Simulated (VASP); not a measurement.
Here is a VASP 6.6.1 calculation.

Contents of POSCAR:

```
MgO
1.0
    5.7812630000      0.0000000000      0.0000000000
   -1.4453160000      2.5033600000      0.0000000000
    0.0000000000      0.0000000000      5.2729150000
Mg O
4 4
Direct
    0.0038972449      0.0167866388     -0.0011951643
   -0.0081372019     -0.0204884635      0.5014347851
    0.5025619750      0.0205899271     -0.0020544613
    0.4939785714     -0.0052493449      0.4940584098
    0.1503967565      0.6550651924      0.2532934819
    0.1744901713      0.6922580052      0.7515095540
    0.6546652755      0.6560434776      0.2515375272
    0.6775907795      0.6621392848      0.7530513957
```

The input INCAR.step1:

```
PREC = Accurate
ENCUT = 580
ISMEAR = 0
SIGMA = 0.05
LREAL = F
LASPH = T
NELM = 120
NBANDS = 26
GGA = PE
ALGO = Normal
EDIFF = 1E-5
LWAVE = T
LCHARG = F
GGA_COMPAT = F
```

File INCAR.step2:

```
PREC = Accurate
ENCUT = 580
EDIFF = 1E-6
ISMEAR = 0
SIGMA = 0.05
LREAL = F
LASPH = T
NELM = 120
ALGO = Normal
ISIF = 2
LWAVE = F
LCHARG = F
METAGGA = R2SCAN
LMIXTAU = T
IVDW = 12
VDW_S6 = 1.0
VDW_S8 = 0.78981345
VDW_A1 = 0.49484001
VDW_A2 = 5.73083694
NBANDS = 26
ISTART = 1
GGA_COMPAT = F
```

The input KPOINTS:

```
Automatic mesh
0
Gamma
  3 3 2
```

Potentials or basis: VASP PAW PBE potentials, release 64 (Mg, O).

Command:

```sh
$ cat potpaw_PBE.64/Mg/POTCAR potpaw_PBE.64/O/POTCAR > POTCAR
$ cp INCAR.step1 INCAR
$ mpirun -np 1 vasp_std > vasp.out
$ cp INCAR.step2 INCAR
$ mpirun -np 1 vasp_std > vasp.out
```

(1) What does it give for the pressure?

(2) What does it give for the band gap on the k mesh?

(3) Predict the largest force.

Results:

(1) -0.8 GPa.

(2) 4.16 eV.

(3) 0.408 eV/Å.

Caveat: the k points lie up to 0.72 Å⁻¹ apart; three body term missing; the PAW data sets were made with another functional, which shifts forces and pressure a little; an odd mesh through Γ misses points on the zone boundary, where band edges can lie.
